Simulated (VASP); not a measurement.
# I (Cmce) in VASP: notebook

The runs below take I through single point, with BLYP, LDA.

All numbers are computed with VASP 6.6.1; they aren't measurements. Logs are shortened: lines on timing, memory, paths and dates and some standing lists are left out, and cuts for length are marked.

## 1. The cell of the first run

Symmetry: Cmce, No. 64, orthorhombic system. Conventional cell: a = 7.221 Å, b = 4.758 Å, c = 9.728 Å, α = 90.00°, β = 90.00°, γ = 90.00°. I (site symmetry m) has 3 I at 2.66 to 3.54 Å within 3.6 Å.

## 2. Single point, BLYP

INCAR

```
SYSTEM = I
  AGGAC = 1.0
  AGGAX = 1.0
  ALDAC = 0.0
  ALDAX = 1.0
  ALGO = Normal
  EDIFF = 1E-7
  ENCUT = 520
  GGA = B5
  ISIF = 2
  ISMEAR = -1
  LASPH = .TRUE.
  LCHARG = .FALSE.
  LREAL = .FALSE.
  LWAVE = .FALSE.
  NBANDS = 22
  NELM = 100
  PREC = Accurate
  SIGMA = 0.05
```

KPOINTS

```
k-points
0
G
  7 7 3
  0 0 0
```

POSCAR

```
I
1.0
    3.6106380569     -2.3789455559      0.0000000000
    3.6106380569      2.3789455559      0.0000000000
    0.0000000000      0.0000000000      9.7277102343
I
4
Direct
    0.6493000000      0.3507000000      0.3844000000
    0.1493000000      0.8507000000      0.1156000000
    0.3507000000      0.6493000000      0.6156000000
    0.8507000000      0.1493000000      0.8844000000
```

Potentials or basis: VASP PAW PBE potentials, release 64 (I).

The run is started by

```console
$ cat potpaw_PBE.64/I/POTCAR > POTCAR
$ mpirun -np 1 vasp_std > vasp.out
```

OUTCAR:

```text
SYSTEM = I
   EDIFF = 1E-7
   ENCUT = 520
   GGA = B5
   ISIF = 2
   ISMEAR = -1
   LASPH = .TRUE.
   LREAL = .FALSE.
   NELM = 100
   PREC = Accurate

 ion  position               nearest neighbor table
   1  0.649  0.351  0.384-   3 2.66   2 3.54   2 3.54
   2  0.149  0.851  0.116-   4 2.66   1 3.54   1 3.54
   3  0.351  0.649  0.616-   1 2.66   4 3.54   4 3.54
   4  0.851  0.149  0.884-   2 2.66   3 3.54   3 3.54

  LATTYP: Found a base centered orthorhombic cell.
 ALAT       =     4.7578911118
 B/A-ratio  =     1.5177472422
 C/A-ratio  =     2.0445424256

  Lattice vectors:

 A1 = (  -3.6106380569,  -2.3789455559,   0.0000000000)
 A2 = (   3.6106380569,  -2.3789455559,   0.0000000000)
 A3 = (   0.0000000000,   0.0000000000,   9.7277102343)

Analysis of symmetry for initial positions (statically):
=====================================================================
 Subroutine PRICEL returns:
 Original cell was already a primitive cell.

 Routine SETGRP: Setting up the symmetry group for a
 base centered orthorhombic supercell.

 Subroutine GETGRP returns: Found  8 space group operations
 (whereof  4 operations were pure point group operations)
 out of a pool of  8 trial point group operations.

The static configuration has the point symmetry C_2h.
 The point group associated with its full space group is D_2h.

Analysis of symmetry for dynamics (positions and initial velocities):
=====================================================================
 Subroutine PRICEL returns:
 Original cell was already a primitive cell.

 Routine SETGRP: Setting up the symmetry group for a
 base centered orthorhombic supercell.

 Subroutine GETGRP returns: Found  8 space group operations
 (whereof  4 operations were pure point group operations)
 out of a pool of  8 trial point group operations.

The dynamic configuration has the point symmetry C_2h.
 The point group associated with its full space group is D_2h.

 Subroutine INISYM returns: Found  8 space group operations
 (whereof  4 operations are pure point group operations),
 and found     1 'primitive' translations

----------------------------------------------------------------------------------------

                                     Primitive cell

  volume of cell :     167.1126

  direct lattice vectors                    reciprocal lattice vectors
     3.610638057 -2.378945556  0.000000000     0.138479679 -0.210177151  0.000000000
     3.610638057  2.378945556  0.000000000     0.138479679  0.210177151  0.000000000
     0.000000000  0.000000000  9.727710234     0.000000000  0.000000000  0.102799115

  length of vectors
     4.323897447  4.323897447  9.727710234     0.251696358  0.251696358  0.102799115

  position of ions in fractional coordinates (direct lattice)
     0.649300000  0.350700000  0.384400000
     0.149300000  0.850700000  0.115600000
     0.350700000  0.649300000  0.615600000
     0.850700000  0.149300000  0.884400000

  ion indices of the primitive-cell ions
   primitive index   ion index
                 1           1
                 2           2
                 3           3
                 4           4

----------------------------------------------------------------------------------------

 KPOINTS: k-points

Automatic generation of k-mesh.
 Grid dimensions read from file:
 generate k-points for:    7    7    3

 Generating k-lattice:

  Cartesian coordinates                     Fractional coordinates (reciprocal lattice)
     0.019782811 -0.030025307  0.000000000     0.142857143 -0.000000000  0.000000000
     0.019782811  0.030025307  0.000000000    -0.000000000  0.142857143  0.000000000
     0.000000000  0.000000000  0.034266372     0.000000000  0.000000000  0.333333333

  Length of vectors
     0.035956623  0.035956623  0.034266372

  Shift w.r.t. Gamma in fractional coordinates (k-lattice)
     0.000000000  0.000000000  0.000000000

 Subroutine IBZKPT returns following result:
 ===========================================

 Found     32 irreducible k-points:

 Following reciprocal coordinates:
            Coordinates               Weight
  0.000000  0.000000  0.000000      1.000000
  0.142857  0.000000  0.000000      4.000000
  0.285714  0.000000  0.000000      4.000000
  0.428571  0.000000  0.000000      4.000000
  0.142857  0.142857  0.000000      2.000000
  0.285714  0.142857  0.000000      4.000000
[... 16 lines left out ...]
  0.428571  0.142857  0.333333      8.000000
 -0.428571  0.142857  0.333333      8.000000
 [... further k-points ...]
   k-points           NKPTS =     32   k-points in BZ     NKDIM =     32   number of bands    NBANDS=     22
   number of dos      NEDOS =    301   number of ions     NIONS =      4
   total plane-waves  NPLWV =  73728
   dimension x,y,z NGX =    32 NGY =   32 NGZ =   72
   dimension x,y,z NGXF=    64 NGYF=   64 NGZF=  144
   ions per type =               4
   NGX,Y,Z   is equivalent  to a cutoff of  12.30, 12.30, 12.30 a.u.
   NGXF,Y,Z  is equivalent  to a cutoff of  24.61, 24.61, 24.61 a.u.
 SYSTEM =  I
   PREC   = accura    normal or accurate (medium, high low for compatibility)
   ISTART =      0    job   : 0-new  1-cont  2-samecut
   ICHARG =      2    charge: 1-file 2-atom 10-const
   ISPIN  =      1    spin polarized calculation?
   LNONCOLLINEAR =      F non collinear calculations
   LSORBIT =      F    spin-orbit coupling
   LASPH  =      T    aspherical Exc in radial PAW
   ENCUT  =  520.0 eV  38.22 Ry    6.18 a.u.   8.04  8.04 18.09*2*pi/ulx,y,z
   NELM   =    100;   NELMIN=  2; NELMDL= -5     # of ELM steps
   EDIFF  = 0.1E-06   stopping-criterion for ELM
   LREAL  =      F    real-space projection
   EDIFFG = 0.1E-05   stopping-criterion for IOM
   NSW    =      0    number of steps for IOM
   IBRION =     -1    ionic relax: 0-MD 1-quasi-New 2-CG
   NFREE  =      0    steps in history (QN), initial steepest desc. (CG)
   ISIF   =      2    stress and relaxation
   ISYM   =      2    0-nonsym 1-usesym 2-fastsym
   POTIM  = 0.5000    time-step for ionic-motion
   TEBEG  =    0.0;   TEEND  =   0.0 temperature during run
   PSTRESS=    0.0 pullay stress
   NELECT =      28.0000    total number of electrons
   NUPDOWN=      -1.0000    fix difference up-down
   EMIN   =  10.00;   EMAX   =-10.00  energy-range for DOS
   EFERMI =   0.00;   METHOD = LEGACY
   ISMEAR =    -1;   SIGMA  =   0.05  broadening in eV -4-tet -1-fermi 0-gaus
   EFERMI_NEDOS =   21; number of points for ismear=-14 and -15
   IALGO  =     38    algorithm
   IMIX   =      4    mixing-type and parameters
     AMIX     =   0.40;   BMIX     =  1.00
     AMIX_MAG =   1.60;   BMIX_MAG =  1.00
  volume/ion in A,a.u.               =      41.78       281.93
  Fermi-wavevector in a.u.,A,eV,Ry     =   0.902522  1.705519 11.082572  0.814546
  Thomas-Fermi vector in A             =   2.025736
   LORBIT       =      0    0 simple, 1 ext, 2 COOP (PROOUT), +10 PAW based schemes
   GGA     = B5    functional components
   LHFCALC =     F    Hartree Fock is set to
   AEXX    =    0.0000 exact exchange contribution
   IVDW    =     0    specifies the selected vdW correction
   LEPSILON=     F    determine dielectric tensor
   LRPA    =     F    only Hartree local field effects (RPA)
 non-spin polarized calculation
  energy-cutoff  :      520.00
  volume of cell :      167.11
 maximum number of plane-waves:      4539
   NGX = 17   NGY = 17   NGZ = 37

 number of electron      28.0000002 magnetization

 Free energy of the ion-electron system (eV)
  ---------------------------------------------------
  ext. energy  EPLUGINS =         0.00000000
  ---------------------------------------------------
  free energy    TOTEN  =        -4.19635095 eV

  energy without entropy =       -4.19635064  energy(sigma->0) =       -4.19635079

 E-fermi :   3.7751     XC(G=0):  -7.6313

 val. band max:        3.0815817720   @ k =   0.0000   0.0000   0.0000
 cond. band min:       4.4519446021   @ k =   0.4286   0.4286   0.0000
 fundamental gap:      1.3703628302
 Fermi energy:         3.7750904355

 k-point     1 :       0.0000    0.0000    0.0000
  band No.  band energies     occupation
      1     -10.5871      2.00000
      2     -10.1145      2.00000
      3      -8.4690      2.00000
      4      -7.4739      2.00000
      5      -1.5005      2.00000
      6      -0.1008      2.00000
[... 14 lines left out ...]
     21      10.5956      0.00000
     22      10.6223      0.00000

 k-point     2 :       0.1429    0.0000    0.0000
  band No.  band energies     occupation
      1     -10.5225      2.00000
      2     -10.0879      2.00000
      3      -8.4182      2.00000
      4      -7.5268      2.00000
      5      -1.4880      2.00000
      6      -0.2601      2.00000
[... 14 lines left out ...]
     21      10.2016      0.00000
     22      10.5703      0.00000

 k-point     3 :       0.2857    0.0000    0.0000
  band No.  band energies     occupation
      1     -10.3553      2.00000
      2     -10.0393      2.00000
      3      -8.2819      2.00000
      4      -7.6760      2.00000
      5      -1.4995      2.00000
      6      -0.7535      2.00000
[... 14 lines left out ...]
     21      10.6092      0.00000
     22      11.3381      0.00000

 k-point     4 :       0.4286    0.0000    0.0000
  band No.  band energies     occupation
      1     -10.1636      2.00000
      2     -10.0457      2.00000
      3      -8.0949      2.00000
      4      -7.8829      2.00000
      5      -1.4975      2.00000
      6      -1.2639      2.00000
[... 14 lines left out ...]
     21      11.1263      0.00000
     22      11.7579      0.00000

 k-point     5 :       0.1429    0.1429    0.0000
  band No.  band energies     occupation
      1     -10.5296      2.00000
      2     -10.0716      2.00000
      3      -8.4190      2.00000
      4      -7.4649      2.00000
      5      -1.4530      2.00000
      6      -0.1632      2.00000
[... 14 lines left out ...]
     21      10.5827      0.00000
     22      10.7675      0.00000

 k-point     6 :       0.2857    0.1429    0.0000
  band No.  band energies     occupation
      1     -10.4231      2.00000
      2     -10.0185      2.00000
      3      -8.3322      2.00000
      4      -7.5192      2.00000
      5      -1.4198      2.00000
      6      -0.3778      2.00000
[... 14 lines left out ...]
     21      10.5539      0.00000
     22      10.9946      0.00000

 k-point     7 :       0.4286    0.1429    0.0000
  band No.  band energies     occupation
      1     -10.2541      2.00000
      2      -9.9860      2.00000
      3      -8.1916      2.00000
      4      -7.6905      2.00000
      5      -1.4462      2.00000
      6      -0.9020      2.00000
[... 324 lines left out ...]
      6      -1.1213      2.00000
[... 14 lines left out ...]
     21      11.4817      0.00000
     22      11.8378      0.00000

 k-point    21 :       0.1429    0.1429    0.3333
  band No.  band energies     occupation
      1     -10.4397      2.00000
      2     -10.2184      2.00000
      3      -8.1603      2.00000
      4      -7.6924      2.00000
      5      -1.1771      2.00000
      6      -0.5685      2.00000
[... 14 lines left out ...]
     21      10.5954      0.00000
     22      10.6507      0.00000

 k-point    22 :       0.2857    0.1429    0.3333
  band No.  band energies     occupation
      1     -10.3415      2.00000
      2     -10.1447      2.00000
      3      -8.1120      2.00000
      4      -7.7118      2.00000
      5      -1.2111      2.00000
      6      -0.7202      2.00000
[... 14 lines left out ...]
     21      10.4547      0.00000
     22      10.6379      0.00000

 k-point    23 :       0.4286    0.1429    0.3333
  band No.  band energies     occupation
      1     -10.1960      2.00000
      2     -10.0636      2.00000
      3      -8.0589      2.00000
      4      -7.8102      2.00000
      5      -1.2893      2.00000
      6      -0.9450      2.00000
[... 14 lines left out ...]
     21      10.5628      0.00000
     22      10.9413      0.00000

 k-point    24 :      -0.4286    0.1429    0.3333
  band No.  band energies     occupation
      1     -10.0919      2.00000
      2     -10.0617      2.00000
      3      -8.0026      2.00000
      4      -7.9499      2.00000
      5      -1.2418      2.00000
      6      -1.1610      2.00000
[... 14 lines left out ...]
     21      11.2718      0.00000
     22      11.7278      0.00000

 [... further k-points ...]

------------------------ aborting loop because EDIFF is reached ----------------------------------------

  FORCE on cell =-STRESS in cart. coord.  units (eV):
  Direction    XX          YY          ZZ          XY          YZ          ZX
  --------------------------------------------------------------------------------------
  -------------------------------------------------------------------------------------
  Total        2.9926378      4.3861490      7.1701529      0.0000000      0.0000000      0.0000000
  in kB       28.6916592     42.0518285     68.7432281      0.0000000      0.0000000      0.0000000
  external PRESSURE =      46.4955719 kB  Pullay stress =       0.0000000 kB

 VOLUME and BASIS-vectors are now :
 -----------------------------------------------------------------------------
  energy-cutoff  :      520.00
  volume of cell :      167.11
      direct lattice vectors                 reciprocal lattice vectors
     3.610638057 -2.378945556  0.000000000     0.138479679 -0.210177151  0.000000000
     3.610638057  2.378945556  0.000000000     0.138479679  0.210177151  0.000000000
     0.000000000  0.000000000  9.727710234     0.000000000  0.000000000  0.102799115

 POSITION                                       TOTAL-FORCE (eV/Angst)
 -----------------------------------------------------------------------------------
      3.61064     -0.71035      3.73933         0.000000     -0.680328     -1.117100
      3.61064      1.66859      1.12452         0.000000     -0.680328      1.117100
      3.61064      0.71035      5.98838         0.000000      0.680328      1.117100
      3.61064     -1.66859      8.60319         0.000000      0.680328     -1.117100
 -----------------------------------------------------------------------------------
    total drift:                               -0.000000     -0.000000     -0.000000

  FREE ENERGIE OF THE ION-ELECTRON SYSTEM (eV)
  ---------------------------------------------------
  free  energy   TOTEN  =        -4.1963509508 eV

  energy  without entropy=       -4.1963506369  energy(sigma->0) =       -4.19635079
```

It took 76 s on 1 thread of Intel Xeon 6975P-C (Granite Rapids), shared host; peak memory 0.29 GiB.

Results:

- Free energy: -4.1964 eV
- Pressure: 4.6 GPa
- Largest force: 1.308 eV/Å
- Band gap on the k mesh: 1.37 eV (least direct gap 1.46 eV)

Forces in eV/Å, atoms in the order of the input:
```
I    0.000 -0.680 -1.117
I    0.000 -0.680  1.117
I    0.000  0.680  1.117
I    0.000  0.680 -1.117
```

Caveat: the cell stands under pressure; this functional lacks dispersion, which holds the molecules together, so the pressure and a relaxed volume are unreliable; the PAW data sets were made with another functional, which shifts forces and pressure a little; spin-orbit coupling is left out, which moves the levels of the heavy elements.

## 3. Single point, LDA

This run uses another cell than the first one, of 42.63 Å³/atom.

INCAR

```
SYSTEM = I
  ALGO = Normal
  EDIFF = 1E-6
  ENCUT = 520
  GGA = CA
  ISIF = 2
  ISMEAR = -1
  LASPH = .TRUE.
  LCHARG = .FALSE.
  LREAL = .FALSE.
  LWAVE = .FALSE.
  NBANDS = 22
  NELM = 100
  PREC = Accurate
  SIGMA = 0.05
```

KPOINTS is that of step 2.

POSCAR

```
I
1.0
    3.6350350000     -2.3950200000      0.0000000000
    3.6350350000      2.3950200000      0.0000000000
    0.0000000000      0.0000000000      9.7934400000
I
4
Direct
    0.6493000000      0.3507000000      0.3844000000
    0.1493000000      0.8507000000      0.1156000000
    0.3507000000      0.6493000000      0.6156000000
    0.8507000000      0.1493000000      0.8844000000
```

Potentials or basis: VASP PAW LDA potentials, release 64 (I).

The run is started by

```console
$ cat potpaw_LDA.64/I/POTCAR > POTCAR
$ mpirun -np 1 vasp_std > vasp.out
```

It took 50 s on 1 thread of Intel Xeon 6975P-C (Granite Rapids), shared host; peak memory 0.25 GiB.

It converged, with:

* Free energy: -7.8019 eV
* Pressure: -0.9 GPa
* Largest force: 0.727 eV/Å
* Band gap on the k mesh: 1.24 eV (least direct gap 1.31 eV)

Forces in eV/Å, atoms in the order of the input:
```
I    0.000 -0.309 -0.658
I    0.000 -0.309  0.658
I    0.000  0.309  0.658
I    0.000  0.309 -0.658
```

Stress tensor (GPa, compression positive):
```
-0.79  0.00  0.00
 0.00 -1.43  0.00
 0.00  0.00 -0.47
```

Levels at points of the mesh, in eV from the valence-band top:
| k point | band 11 | band 12 | band 13 | band 14 | band 15 | band 16 | band 17 | band 18 |
| --- | --- | --- | --- | --- | --- | --- | --- | --- |
| (0.00, 0.00, 0.00) | -1.13 | -0.56 | -0.06 | 0.00 | 1.31 | 2.17 | 4.99 | 5.09 |

Caveat: spin-orbit coupling is left out, which moves the levels of the heavy elements.

(Part 1 of 2 ends here.)
